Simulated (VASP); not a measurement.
# CoO (Pm-3m) in VASP: notebook

Runs on CoO. Level: PBE+U. Tasks: single point.

Everything below comes from runs of VASP 6.6.1. Logs are shortened: lines on timing, memory, paths and dates and some standing lists are left out, and cuts for length are marked.

**1. The cell of the first run**

The structure is cubic, space group Pm-3m (No. 221). Conventional cell: a = 2.812 Å, b = 2.812 Å, c = 2.812 Å, α = 90.00°, β = 90.00°, γ = 90.00°. Within 3.2 Å of Co (site symmetry m-3m) lie 8 O at 2.44 Å and 6 Co at 2.81 Å. O (site symmetry m-3m) has 8 Co at 2.44 Å and 6 O at 2.81 Å within 3.2 Å.

**2. Single point, PBE+U, collinear spin, antiferromagnetic start**

Contents of INCAR:

```
PREC = Accurate ; ENCUT = 700
EDIFF = 1E-6 ; ISMEAR = 0
SIGMA = 0.02 ; LREAL = False
LASPH = True ; NELM = 200
ALGO = Normal ; ISIF = 2
LWAVE = False ; LCHARG = False
ISPIN = 2 ; MAGMOM = 3 -3 0 0
LORBIT = 11 ; LMAXMIX = 4
LDAU = True ; LDAUTYPE = 2
LDAUL = 2 -1 ; LDAUU = 3.32 0
LDAUJ = 0 0 ; LDAUPRINT = 1
GGA = PE ; NBANDS = 35
GGA_COMPAT = False
```

Contents of KPOINTS:

```
regular mesh
0
Gamma
  10 10 5
```

Contents of POSCAR:

```
CoO
1.0
    2.8122022859      0.0000000000      0.0000000000
    0.0000000000      2.8122022859      0.0000000000
    0.0000000000      0.0000000000      5.6244045717
Co O
2 2
Direct
    0.0000000000      1.0000000000      1.0000000000
    0.0000000000      1.0000000000      0.5000000000
    0.5000000000      0.5000000000      0.2500000000
    0.5000000000      0.5000000000      0.7500000000
```

Potentials or basis: VASP PAW PBE potentials, release 64 (Co_sv, O).

The run is started by

```sh
> cat potpaw_PBE.64/Co_sv/POTCAR potpaw_PBE.64/O/POTCAR > POTCAR
> mpirun -np 1 vasp_std > vasp.out
```

OUTCAR:

```text
PREC = Accurate
   ENCUT = 700
   EDIFF = 1E-6
   ISMEAR = 0
   LREAL = False
   LASPH = True
   NELM = 200
   ISIF = 2
   ISPIN = 2
   LORBIT = 11
   GGA = PE

 ion  position               nearest neighbor table
   1  0.000  0.000  0.000-
   2  0.000  0.000  0.500-
   3  0.500  0.500  0.250-
   4  0.500  0.500  0.750-

  LATTYP: Found a simple tetragonal cell.
 ALAT       =     2.8122022859
 C/A-ratio  =     2.0000000000

  Lattice vectors:

 A1 = (   2.8122022859,   0.0000000000,   0.0000000000)
 A2 = (   0.0000000000,   2.8122022859,   0.0000000000)
 A3 = (   0.0000000000,   0.0000000000,   5.6244045717)

Analysis of symmetry for initial positions (statically):
=====================================================================
 Subroutine PRICEL returns following result:

  LATTYP: Found a simple cubic cell.
 ALAT       =     2.8122022859
[... 12 lines left out ...]
 Subroutine GETGRP returns: Found 16 space group operations
 (whereof 16 operations were pure point group operations)
 out of a pool of 16 trial point group operations.

The static configuration has the point symmetry D_4h.

Analysis of symmetry for dynamics (positions and initial velocities):
=====================================================================
 Subroutine PRICEL returns following result:

  LATTYP: Found a simple cubic cell.
 ALAT       =     2.8122022859
[... 12 lines left out ...]
 Subroutine GETGRP returns: Found 16 space group operations
 (whereof 16 operations were pure point group operations)
 out of a pool of 16 trial point group operations.

The dynamic configuration has the point symmetry D_4h.

Analysis of structural, dynamic, and magnetic symmetry:
=====================================================================
 Subroutine PRICEL returns following result:
[... 220 lines left out ...]
  o =  0.0807  v =  1.0000  0.0000  0.0000  0.0000  0.0000  0.0000  0.0000  0.0000  0.0000  0.0000      0.0000  0.0000  0.0000  0.0000  0.0000  0.0000  0.0000  0.0000  0.0000  0.0000
  o =  0.8974  v =  0.0000 -0.0000  1.0000 -0.0000  0.0000  0.0000  0.0000  0.0000  0.0000  0.0000      0.0000  0.0000  0.0000  0.0000  0.0000  0.0000  0.0000  0.0000  0.0000  0.0000
  o =  0.8990  v =  0.0000  0.0000  0.0000 -0.0000 -1.0000  0.0000  0.0000  0.0000  0.0000  0.0000      0.0000  0.0000  0.0000  0.0000  0.0000  0.0000  0.0000  0.0000  0.0000  0.0000
  o =  0.9136  v =  0.0000  0.0000  0.0000  0.0000  0.0000  0.0000  0.0000 -0.0000  0.0000  1.0000      0.0000  0.0000  0.0000  0.0000  0.0000  0.0000  0.0000  0.0000  0.0000  0.0000
  o =  0.9143  v =  0.0000  0.0000  0.0000  0.0000  0.0000  0.0000  0.0000 -1.0000 -0.0000 -0.0000      0.0000  0.0000  0.0000  0.0000  0.0000  0.0000  0.0000  0.0000  0.0000  0.0000
  o =  0.9372  v =  0.0000  0.0000  0.0000  0.0000  0.0000  1.0000  0.0000  0.0000  0.0000  0.0000      0.0000  0.0000  0.0000  0.0000  0.0000  0.0000  0.0000  0.0000  0.0000  0.0000
  o =  0.9378  v =  0.0000  0.0000  0.0000  0.0000  0.0000  0.0000  1.0000  0.0000  0.0075 -0.0000      0.0000  0.0000  0.0000  0.0000  0.0000  0.0000  0.0000  0.0000  0.0000  0.0000
  o =  0.9378  v =  0.0000  0.0000  0.0000  0.0000  0.0000  0.0000 -0.0075 -0.0000  1.0000 -0.0000      0.0000  0.0000  0.0000  0.0000  0.0000  0.0000  0.0000  0.0000  0.0000  0.0000

 number of electron      45.9999944 magnetization      -0.0000000

 Free energy of the ion-electron system (eV)
  ---------------------------------------------------
  ext. energy  EPLUGINS =         0.00000000
  ---------------------------------------------------
  free energy    TOTEN  =       -21.52362661 eV

  energy without entropy =      -21.52362661  energy(sigma->0) =      -21.52362661

 E-fermi :   6.2491     XC(G=0): -11.9670

 val. band max:        6.1545076161   @ k =   0.5000   0.0000   0.4000
 cond. band min:       6.5505233973   @ k =   0.0000   0.0000   0.0000
 fundamental gap:      0.3960157812
 Fermi energy:         6.2490505723

 spin component 1

 k-point     1 :       0.0000    0.0000    0.0000
  band No.  band energies     occupation
      1     -90.4902      1.00000
      2     -87.2743      1.00000
      3     -53.7508      1.00000
      4     -53.7191      1.00000
      5     -53.7191      1.00000
      6     -50.5975      1.00000
[... 1817 lines left out ...]
     34      23.3527      0.00000
     35      23.6331      0.00000

 [... further k-points ...]

------------------------ aborting loop because EDIFF is reached ----------------------------------------

  FORCE on cell =-STRESS in cart. coord.  units (eV):
  Direction    XX          YY          ZZ          XY          YZ          ZX
  --------------------------------------------------------------------------------------
  -------------------------------------------------------------------------------------
  Total       -6.6117456     -6.6117456     -6.3932764      0.0000000     -0.0000000     -0.0000000
  in kB     -238.1535440   -238.1535440   -230.2843350      0.0000000     -0.0000000     -0.0000000
  external PRESSURE =    -235.5304744 kB  Pullay stress =       0.0000000 kB

 VOLUME and BASIS-vectors are now :
 -----------------------------------------------------------------------------
  energy-cutoff  :      700.00
  volume of cell :       44.48
      direct lattice vectors                 reciprocal lattice vectors
     2.812202286  0.000000000  0.000000000     0.355593196  0.000000000  0.000000000
     0.000000000  2.812202286  0.000000000     0.000000000  0.355593196  0.000000000
     0.000000000  0.000000000  5.624404572     0.000000000  0.000000000  0.177796598

 POSITION                                       TOTAL-FORCE (eV/Angst)
 -----------------------------------------------------------------------------------
      0.00000      0.00000      0.00000         0.000000      0.000000     -0.000000
      0.00000      0.00000      2.81220         0.000000      0.000000     -0.000000
      1.40610      1.40610      1.40610         0.000000      0.000000      0.000000
      1.40610      1.40610      4.21830         0.000000      0.000000      0.000000
 -----------------------------------------------------------------------------------
    total drift:                                0.000000     -0.000000      0.000000

  FREE ENERGIE OF THE ION-ELECTRON SYSTEM (eV)
  ---------------------------------------------------
  free  energy   TOTEN  =       -21.5236266063 eV

  energy  without entropy=      -21.5236266063  energy(sigma->0) =      -21.52362661

 total charge

# of ion       s       p       d       tot
------------------------------------------
    1        2.127   6.034   6.649  14.811
    2        2.127   6.034   6.649  14.811
    3        1.571   3.299   0.000   4.869
    4        1.571   3.299   0.000   4.869
--------------------------------------------------
tot          7.396  18.665  13.298  39.360

 magnetization (x)

# of ion       s       p       d       tot
------------------------------------------
    1        0.007   0.005   2.604   2.617
    2       -0.007  -0.005  -2.604  -2.617
    3        0.000   0.000   0.000   0.000
    4        0.000   0.000   0.000   0.000
--------------------------------------------------
tot          0.000   0.000   0.000   0.000
```

stdout:

```text
POSCAR found type information on POSCAR CoO
 POSCAR found :  2 types and       4 ions
 scaLAPACK will be used
 LDA part: xc-table for (Slater+PW92), standard interpolation
 POSCAR, INCAR and KPOINTS ok, starting setup
 FFT: planning ... GRIDC
 FFT: planning ... GRID_SOFT
 FFT: planning ... GRID
 WAVECAR not read
 entering main loop
```

Run time: 5.7 min. Hardware: 1 thread of Intel Xeon Platinum 8375C at 2.90GHz (Ice Lake), shared host; peak memory 0.34 GiB.

What came out:

| Quantity | Value |
| --- | --- |
| Free energy | -21.5236 eV |
| Pressure | -23.6 GPa |
| Band gap on the k mesh | 0.40 eV |
| Net moment | 0.00 μB per cell |
| Site moments | Co +2.62, -2.62; O +0.00 μB |
| Valence electrons inside the program's atomic spheres | Co 14.81; O 4.87 |

Eigenvalues of the final occupation matrices:
```csv
site,spin,trace,eigenvalues
site 1 d,1,4.64,0.91 0.91 0.94 0.94 0.94
site 1 d,2,2.03,0.08 0.08 0.08 0.90 0.90
site 2 d,1,2.03,0.08 0.08 0.08 0.90 0.90
site 2 d,2,4.64,0.91 0.91 0.94 0.94 0.94
```

Caveat: the cell stands under tension. The state reached can hang on the start; a lower one may exist.

**3. Single point, PBE+U, collinear spin, ferromagnetic start**

This run uses another cell than the first one: it holds 2 atoms, not 4.

Contents of INCAR:

```
SYSTEM = CoO
PREC     = Accurate       ! precision mode
ENCUT    = 700            ! plane-wave cutoff, eV
EDIFF    = 1E-6           ! SCF threshold, eV
ISMEAR   = 0              ! smearing method
SIGMA    = 0.02           ! smearing width, eV
LREAL    = .FALSE.        ! projectors in reciprocal space
LASPH    = .TRUE.         ! aspherical terms in the spheres
NELM     = 200            ! most SCF steps
ALGO     = Normal         ! electronic algorithm
ISIF     = 2              ! what is computed and relaxed
LWAVE    = .FALSE.        ! write WAVECAR
LCHARG   = .TRUE.         ! write CHGCAR
ISPIN    = 2              ! spin polarisation
MAGMOM   = 0.5 0          ! initial moments
LORBIT   = 11             ! projections on sites
LMAXMIX  = 4              ! l up to which the mixer works
LDAU     = .TRUE.         ! DFT+U
LDAUTYPE = 2            
LDAUL    = 2 -1           ! shell
LDAUU    = 3.32 0         ! U, eV
LDAUJ    = 0 0          
LDAUPRINT= 1            
GGA      = PE             ! functional
LELF     = .TRUE.         ! ELF
LVHAR    = .TRUE.       
NBANDS   = 22             ! bands
GGA_COMPAT= .FALSE.
```

Contents of KPOINTS:

```
Automatic mesh
0
G
  10 10 10
  0 0 0
```

Contents of POSCAR:

```
CoO
1.0
    2.6612513074      0.0000000000      0.0000000000
    0.0000000000      2.6612513074      0.0000000000
    0.0000000000      0.0000000000      2.6612513074
Co O
1 1
Direct
    0.0000000000      0.0000000000      0.0000000000
    0.5000000000      0.5000000000      0.5000000000
```

Potentials or basis: VASP PAW PBE potentials, release 64 (Co_sv, O).

The run is started by

```sh
> cat potpaw_PBE.64/Co_sv/POTCAR potpaw_PBE.64/O/POTCAR > POTCAR
> mpirun -np 1 vasp_std > vasp.out
```

It took 28 s on 1 thread of Intel Xeon 6975P-C (Granite Rapids), shared host; peak memory 0.18 GiB.

It converged, with:

```yaml
Free_energy: -10.9763 eV
Pressure: -2.8 GPa
Band_gap_on_the_k_mesh: 0.94 eV (least direct gap 1.77 eV)
Net_moment: 3.00 μB per cell
Site_moments: Co +2.63; O +0.26 μB
Valence_electrons_inside_the_program's_atomic_spheres: Co 14.87; O 4.95
```

Levels at points of the mesh, in eV from the valence-band top:
Spin up:
| k point | band 10 | band 11 | band 12 | band 13 | band 14 | band 15 | band 16 | band 17 |
| --- | --- | --- | --- | --- | --- | --- | --- | --- |
| (0.00, 0.00, 0.00) | -3.91 | -1.60 | -1.60 | -1.60 | 0.94 | 15.33 | 15.33 | 19.60 |
| (0.50, 0.00, 0.00) | -3.85 | -2.04 | 0.00 | 0.00 | 6.38 | 8.25 | 16.85 | 17.53 |
| (0.50, 0.50, 0.00) | -4.34 | -4.14 | -2.26 | -0.68 | 5.58 | 11.37 | 11.37 | 16.40 |
| (0.50, 0.50, 0.50) | -2.23 | -0.66 | -0.66 | -0.66 | 7.08 | 7.08 | 7.08 | 14.01 |
Spin down:
| k point | band 6 | band 7 | band 8 | band 9 | band 10 | band 11 | band 12 | band 13 | band 14 | band 15 |
| --- | --- | --- | --- | --- | --- | --- | --- | --- | --- | --- |
| (0.00, 0.00, 0.00) | -3.23 | -3.23 | -1.11 | -1.11 | -1.11 | 1.63 | 2.67 | 2.67 | 2.67 | 15.70 |
| (0.50, 0.00, 0.00) | -7.10 | -2.91 | -1.57 | -1.57 | -0.51 | 2.77 | 3.48 | 3.48 | 6.86 | 9.10 |
| (0.50, 0.50, 0.00) | -4.62 | -4.62 | -2.78 | -0.56 | -0.18 | 1.59 | 1.94 | 1.94 | 6.60 | 11.94 |
| (0.50, 0.50, 0.50) | -4.67 | -4.67 | -4.67 | -0.53 | -0.53 | 3.81 | 3.81 | 3.81 | 7.52 | 7.52 |

Eigenvalues of the final occupation matrices:
```csv
site,spin,trace,eigenvalues
site 1 d,1,4.66,0.91 0.91 0.94 0.94 0.94
site 1 d,2,2.03,0.08 0.08 0.08 0.89 0.89
```

Caveat: a cell with one magnetic atom can't hold antiferromagnetic order, which such compounds often take. A k mesh can miss the band edges.
